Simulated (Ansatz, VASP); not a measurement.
# AlGa3N4 in VASP and in Ansatz

```
Al Ga N
1.0
     4.31733    0.00000    0.00000
     0.00000    4.31733    0.00000
     0.00000    0.00000    4.31733
Al Ga N
1 3 4
Direct
  0.00000 0.00000 0.00000
  0.50000 0.50000 0.00000
  0.50000 0.00000 0.50000
  0.00000 0.50000 0.50000
  0.75550 0.75550 0.24450
  0.75550 0.24450 0.75550
  0.24450 0.75550 0.75550
  0.24450 0.24450 0.24450
```

Alike in both runs: task single point; functional r2SCAN; k mesh 6 × 6 × 6; occupations gaussian, width 0.02 eV; no spin polarisation.

|  | VASP | Ansatz |
| --- | --- | --- |
| version | VASP 6.6.1 | Ansatz 0.2.0 |
| potentials or method | VASP PAW PBE potentials, release 64 (Al, Ga_d, N), cutoff 520 eV | scalar-relativistic, plane waves, PAW |
| valence electrons in the cell | 62 | 62 |

Ansatz gave:

* gap on the k mesh at the Fermi level (eV): 3.57
* least direct gap on the mesh (eV): 3.57
* pressure (GPa): 25.0
* rms of the force components (eV/Å): 0.000

Task: What did VASP give for the same quantities?

Result: gap on the k mesh at the Fermi level (eV): 3.56; least direct gap on the mesh (eV): 3.56; pressure (GPa): 26.1; rms of the force components (eV/Å): 0.037.

VASP's potentials were made for PBE, not for r2SCAN. Atom by atom the forces differ by 0.037 eV/Å (rms over components). With one functional, cell and mesh, what is left measures potentials, basis and numerics.
